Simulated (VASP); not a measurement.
A run of VASP 6.6.1:

The input INCAR:

```
SYSTEM = Au
  ALGO = Normal
  EDIFF = 1E-6
  ENCUT = 500
  GGA_COMPAT = .FALSE.
  ISIF = 2
  ISMEAR = 0
  LASPH = .TRUE.
  LCHARG = .FALSE.
  LREAL = .FALSE.
  LWAVE = .FALSE.
  NBANDS = 12
  NELM = 120
  PREC = Accurate
  SIGMA = 0.15
```

KPOINTS

```
k-points
0
G
  20 20 20
  0 0 0
```

POSCAR

```
Au
1.0
   -1.6075509300      1.6075509300      1.7069870700
    1.6075509300     -1.6075509300      1.7069870700
    1.6075509300      1.6075509300     -1.7069870700
Au
1
Direct
    0.0000000000      0.0000000000      0.0000000000
```

Potentials or basis: VASP PAW LDA potentials, release 64 (Au).

The run is started by

```console
$ cat potpaw_LDA.64/Au/POTCAR > POTCAR
$ mpirun -np 1 vasp_std > vasp.out
```

Hardware: 1 thread of AMD EPYC 9R45 96-Core Processor (Zen 5) (shared host).

Problem. Estimate the wall time of this run.

Solution. It took 56 s on 1 thread of AMD EPYC 9R45 96-Core Processor (Zen 5) (shared host), peak memory 0.2 GiB. Counts: scf iterations 10, k points 641.
